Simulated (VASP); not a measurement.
Wanted: the native input for a VASP 6.6.1 run.

| Item | Value |
| --- | --- |
| Task | single point |
| Functional | LDA |
| Potentials or basis | VASP PAW LDA potentials, release 64 (Nb_sv, Sn_d) |
| Cutoff | 520 eV |
| k mesh | 6 × 6 × 6 |
| Occupations | fermi-dirac, width 0.1 eV |
| Spin | no spin polarisation |
| Dipole correction | no |
| Further INCAR settings | ALGO = Normal; EDIFF = 1e-07; NBANDS = 63 |

The structure of Nb3Sn lies in POSCAR:

```
Nb3Sn
1.0
    5.2210897621      0.0000000000      0.0000000000
    0.0000000000      5.2210897621      0.0000000000
    0.0000000000      0.0000000000      5.2210897621
Nb Sn
6 2
Direct
    0.2500000000      0.0000000000      0.5000000000
    0.5000000000      0.7500000000      0.0000000000
    0.7500000000      0.0000000000      0.5000000000
    0.5000000000      0.2500000000      0.0000000000
    0.0000000000      0.5000000000      0.7500000000
    0.0000000000      0.5000000000      0.2500000000
    0.0000000000      0.0000000000      0.0000000000
    0.5000000000      0.5000000000      0.5000000000
```

The input as run:

INCAR

```
PREC = Accurate ; ENCUT = 520
EDIFF = 1E-7 ; ISMEAR = -1
SIGMA = 0.1 ; LREAL = False
LASPH = True ; NELM = 60
ALGO = Normal ; ISIF = 2
LWAVE = False ; LCHARG = False
NBANDS = 63
```

KPOINTS

```
regular mesh
0
Gamma
  6 6 6
```

Potentials or basis: VASP PAW LDA potentials, release 64 (Nb_sv, Sn_d).

Launch:

```bash
$ cat potpaw_LDA.64/Nb_sv/POTCAR potpaw_LDA.64/Sn_d/POTCAR > POTCAR
$ mpirun -np 1 vasp_std > vasp.out
```

It gave:

```json
{
  "Pressure": "0.0 GPa",
  "Band gap on the k mesh": "zero (band 53 reaches 12.01 eV, above the bottom of band 54 at 11.40 eV)"
}
```

Caveat: spin-orbit coupling is left out, which moves the levels of the heavy elements.

Run time: 2.7 min on 1 thread of Intel(R) Xeon(R) Platinum 8259CL CPU @ 2.50GHz (Skylake/Cascade Lake), on a shared host, peak memory 0.27 GiB.
